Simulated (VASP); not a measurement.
Si (a cell with a defect): single point with PBEsol

Si (a cell with a defect):

```
Si
1.0
    10.86558    0.00000    0.00000
     0.00000   10.86558    0.00000
     0.00000    0.00000   10.86558
Si
62
Cartesian
  0.0035 0.0018 0.0027
  10.8633 10.8625 5.4290
  10.8656 5.4287 10.8629
  0.0049 5.4306 5.4287
  5.4299 10.8626 10.8601
  5.4279 0.0061 5.4266
  5.4296 5.4306 0.0027
  1.3539 1.3535 1.3518
  1.3616 1.3581 6.7910
  1.3602 6.7934 1.3589
  1.3519 6.7919 6.7928
  6.7925 1.3571 1.3587
  6.7930 1.3495 6.7923
  6.7921 6.7910 1.3519
  2.7033 2.7023 10.8331
  2.7035 2.7040 5.3812
  2.7518 8.1405 10.8442
  2.7655 8.0845 5.4470
  8.1433 2.7475 10.8486
  8.0832 2.7638 5.4466
  8.1671 8.1680 0.0352
  8.1295 8.1374 5.5706
  4.0544 4.0551 1.3197
  4.0906 4.0902 6.6468
  4.0800 9.4724 1.3730
  4.1409 9.4559 6.7747
  9.4729 4.0809 1.3750
  9.4581 4.1361 6.7733
  9.5200 9.5190 1.3871
  9.5184 9.5194 6.8392
  2.7015 10.8338 2.7003
  2.7503 10.8464 8.1418
  2.7020 5.3804 2.7023
  2.7717 5.4459 8.0779
  8.1420 10.8452 2.7495
  8.1700 0.0352 8.1693
  8.0818 5.4467 2.7694
  8.1512 5.5477 8.1499
  4.0516 1.3220 4.0514
  4.0811 1.3766 9.4702
  4.0778 6.6625 4.0822
  4.1448 6.7774 9.4476
  9.4737 1.3737 4.0785
  9.5216 1.3872 9.5200
  9.4493 6.7775 4.1450
  9.5217 6.8425 9.5214
  10.8349 2.7019 2.7003
  10.8506 2.7473 8.1423
  10.8451 8.1403 2.7508
  0.0357 8.1687 8.1669
  5.3809 2.7014 2.7001
  5.4456 2.7685 8.0762
  5.4463 8.0823 2.7672
  5.5714 8.1379 8.1279
  1.3202 4.0532 4.0526
  1.3790 4.0814 9.4698
  1.3737 9.4728 4.0783
  1.3883 9.5190 9.5193
  6.6630 4.0763 4.0815
  6.7734 4.1351 9.4557
  6.7750 9.4541 4.1404
  6.8400 9.5183 9.5172
```

* Program: VASP 6.6.1
* Task: single point
* Functional: PBEsol
* Potentials or basis: VASP PAW PBE potentials, release 64 (Si)
* Cutoff: 400 eV
* k mesh: 1 × 1 × 1, shifted
* Occupations: fermi-dirac, width 0.05 eV
* Spin: no spin polarisation

| Quantity | Value |
| --- | --- |
| Largest force | 0.019 eV/Å |

Forces on the atoms (eV/Å):
```
Si   0.003 -0.002  0.001
Si  -0.002  0.001  0.003
Si   0.000  0.002 -0.003
Si   0.005 -0.003 -0.006
Si  -0.002  0.001  0.003
Si   0.003  0.009  0.002
Si  -0.002 -0.001  0.003
Si   0.002  0.000 -0.004
Si  -0.003  0.001  0.000
Si  -0.002 -0.003  0.001
Si  -0.005  0.005 -0.001
Si   0.003 -0.004 -0.002
Si   0.000 -0.013  0.001
Si   0.002  0.008 -0.007
Si  -0.002  0.000  0.009
Si  -0.003  0.002 -0.002
Si   0.000  0.001 -0.003
Si   0.001 -0.001  0.001
Si  -0.001  0.000 -0.004
Si   0.006  0.002  0.000
Si  -0.003  0.003  0.005
Si   0.002  0.000  0.006
Si  -0.003 -0.004 -0.002
Si   0.000 -0.002  0.007
Si   0.000  0.004  0.000
Si   0.000 -0.005  0.000
Si   0.002 -0.001 -0.001
Si   0.005 -0.007  0.001
Si   0.003 -0.002 -0.005
Si   0.003 -0.003 -0.002
Si   0.000  0.005 -0.003
Si   0.000  0.002  0.003
Si   0.000  0.003 -0.005
Si   0.010 -0.002 -0.006
Si  -0.002  0.002 -0.001
Si  -0.005  0.000 -0.001
Si   0.000 -0.004  0.001
Si  -0.012  0.013 -0.007
Si   0.002 -0.003  0.000
Si  -0.001 -0.003 -0.001
Si   0.007  0.000 -0.002
Si   0.003  0.002  0.000
Si   0.004  0.001 -0.004
Si   0.000 -0.001  0.002
Si   0.005  0.001 -0.001
Si   0.010 -0.005  0.003
Si  -0.001 -0.004  0.003
Si   0.001  0.002  0.001
Si  -0.005  0.001 -0.004
Si  -0.005  0.001  0.001
Si  -0.001  0.002  0.002
Si  -0.006  0.006 -0.001
Si  -0.003 -0.009  0.003
Si  -0.003 -0.004  0.003
Si   0.000  0.001  0.005
Si  -0.008 -0.006  0.005
Si   0.002  0.000  0.000
Si  -0.005  0.004  0.003
Si  -0.011  0.007  0.000
Si   0.005 -0.002  0.001
Si   0.003  0.002  0.000
Si   0.005  0.000  0.000
```

Levels at points of the mesh, in eV from the Fermi level:
| k point | band 120 | band 121 | band 122 | band 123 | band 124 | band 125 | band 126 | band 127 |
| --- | --- | --- | --- | --- | --- | --- | --- | --- |
| (0.25, 0.25, 0.25) | -0.68 | -0.63 | -0.51 | -0.51 | 0.51 | 0.51 | 0.64 | 0.64 |

It took 4.1 min on 1 thread of Intel(R) Xeon(R) Platinum 8259CL CPU @ 2.50GHz (Skylake/Cascade Lake), on a shared host, peak memory 0.74 GiB.

Caveat: the cell carries a net charge on a neutralising background, which shifts energy and pressure; the cell is charged against a uniform background, so pressure and absolute levels hang on convention; the PAW data sets were made with another functional, which shifts forces and pressure a little.
